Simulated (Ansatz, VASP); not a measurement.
# One calculation of GaP, two programs

```xyz
2
Lattice="0.0000 2.7254 2.6436 2.7254 0.0000 2.6436 2.7254 2.7254 0.0000" Properties=species:S:1:pos:R:3 pbc="T T T"
Ga    0.0000    0.0000    0.0000
P     1.3627    1.3627    1.3218
```

Change from the starting cell: uniaxial_z strain -3.0%.

Alike in both runs: task single point; functional r2SCAN; k mesh 8 × 8 × 8; occupations fermi-dirac, width 0.02 eV; non-collinear spin, spin-orbit coupling.

|  | VASP | Ansatz |
| --- | --- | --- |
| version | VASP 6.6.1 | Ansatz 0.2.0 |
| potentials or method | VASP PAW PBE potentials, release 64 (Ga_d, P) | plane waves, PAW |
| plane-wave cutoff (eV) | 520 | 500 |
| valence electrons in the cell | 18 | 18 |

Ansatz gave:

```
pressure (GPa)                                                : 2.9
traceless stress, the component that is largest in VASP (GPa) : 1.58
net moment per atom (μB)                                      : 0.00
```

Which values does VASP return?

Pressure (GPa): 2.7; traceless stress, the component that is largest in VASP (GPa): 1.58; net moment per atom (μB): 0.00.

VASP's potentials were made for PBE, not for r2SCAN.
